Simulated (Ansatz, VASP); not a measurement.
# Two plane-wave programs on V

The input INCAR:

```
PREC = Accurate
ENCUT = 520
EDIFF = 1E-6
ISMEAR = -1
SIGMA = 0.08
LREAL = False
LASPH = True
NELM = 100
ALGO = Normal
ISIF = 2
LWAVE = False
LCHARG = True
GGA = PE
LELF = True
LVHAR = True
NBANDS = 12
```

The input KPOINTS:

```
regular mesh
0
Gamma
  15 15 15
```

Contents of POSCAR:

```
V
1.0
    2.4515863266      0.0000000000      0.0000000000
    0.0000000000      2.4515863266      0.0000000000
    0.0000000000      0.0000000000      2.4515863266
V
1
Direct
    0.0000000000      0.0000000000      0.0000000000
```

Input for Ansatz:

```yaml
crystal:
  lattice:
    - [2.4515863266, 0.0, 0.0]
    - [0.0, 2.4515863266, 0.0]
    - [0.0, 0.0, 2.4515863266]
  atoms:
    - { symbol: V, position: [0.0, 0.0, 0.0] }
kpoints:
  mp_grid: { grid: [15, 15, 15] }
  band_path:
    path:
      - [0.0, 0.0, 0.0]
      - [0.0, 0.5, 0.0]
      - [0.5, 0.5, 0.0]
      - [0.0, 0.0, 0.0]
      - [0.5, 0.5, 0.5]
      - [0.0, 0.5, 0.0]
      - [0.5, 0.5, 0.5]
      - [0.5, 0.5, 0.0]
    npoints: 8
scf:
  occupations: { method: fermi_dirac, width: 0.08 }
hamiltonian:
  xc: pbe
  pseudopotentials: { kind: paw }
output:
  forces: true
  stress: true
  eigenvalues: true
  populations: true
  dos: { projected: true, de: 0.2, e_range: [-14, 8] }
```

Change from the starting cell: volume scaled by 1, PAW files.

Alike in both runs: task single point; functional PBE; k mesh 15 × 15 × 15; occupations fermi-dirac, width 0.08 eV; no spin polarisation.

|  | VASP | Ansatz |
| --- | --- | --- |
| version | VASP 6.6.1 | Ansatz 0.2.0 |
| potentials or method | VASP PAW PBE potentials, release 64 (V_sv) | PAW with Ansatz's default frozen-core files, scalar-relativistic |
| plane-wave cutoff (eV) | 520 | 420 |
| valence electrons in the cell | 13 | 13 |

|  | VASP | Ansatz | Ansatz less VASP |
| --- | --- | --- | --- |
| pressure (GPa) | 0.3 | 0.0 | -0.28 |

The functional is the same, so the differences come from potentials, cutoffs and numerics.
